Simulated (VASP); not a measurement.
PtS2, 6 atoms in the cell. The cell holds a slab with vacuum, 6 atoms: a = 3.541 Å, b = 3.541 Å, c = 22.467 Å, α = 90.00°, β = 90.00°, γ = 120.00°.  This cell differs from its parent crystal: layers slid over each other.

| Item | Value |
| --- | --- |
| Program | VASP 6.6.1 |
| Task | single point |
| Functional | PBE |
| Dispersion | D3(BJ) |
| Potentials or basis | VASP PAW PBE potentials, release 64 (S, Pt) |
| Cutoff | 520 eV |
| k mesh | 9 × 9 × 1 |
| Occupations | gaussian, width 0.05 eV |
| Spin | no spin polarisation |
| Dipole correction | yes |
| Further INCAR settings | ALGO = Normal; EDIFF = 1e-07; NBANDS = 31 |

Potentials or basis: VASP PAW PBE potentials, release 64 (S, Pt).

Launch:

```sh
$ cat potpaw_PBE.64/S/POTCAR potpaw_PBE.64/Pt/POTCAR > POTCAR
$ mpirun -np 1 vasp_std > vasp.out
```

Hardware: 1 thread of Intel(R) Xeon(R) Platinum 8259CL CPU @ 2.50GHz (Skylake/Cascade Lake) (shared host).

Task: Estimate the wall time of this run.

Result: Run time: 10 min on 1 thread of Intel(R) Xeon(R) Platinum 8259CL CPU @ 2.50GHz (Skylake/Cascade Lake), on a shared host, peak memory 0.51 GiB. Counts: scf iterations 22, k points 41.
